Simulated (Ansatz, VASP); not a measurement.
# SrO in VASP and in Ansatz

```
Sr O
1.0
     0.06241    2.79228    2.79228
     2.79228    0.06241    2.79228
     2.85469    2.85469    0.00000
Sr O
1 1
Direct
  0.00398 0.00398 0.99602
  0.24602 0.24602 0.25398
```

Change from the starting cell: shear_xy strain +4.5%.

Alike in both runs: task single point; functional PBE; k mesh 8 × 8 × 8; occupations fermi-dirac, width 0.02 eV; no spin polarisation.

|  | VASP | Ansatz |
| --- | --- | --- |
| version | VASP 6.6.1 | Ansatz 0.2.0 |
| potentials or method | VASP PAW PBE potentials, release 64 (Sr_sv, O) | plane waves, PAW |
| plane-wave cutoff (eV) | 520 | 420 |
| valence electrons in the cell | 16 | 16 |

```csv
,VASP,Ansatz,Ansatz less VASP
gap on the k mesh at the Fermi level (eV),2.52,2.51,-0.005
pressure (GPa),1.4,0.9,-0.47
"traceless stress, the component that is largest in VASP (GPa)",-1.17,-1.16,+0.007
rms of the force components (eV/Å),0.000,0.004,+0.0042
```

Atom by atom the forces differ by 0.004 eV/Å (rms over components). The functional is the same, so the differences come from potentials, cutoffs and numerics.
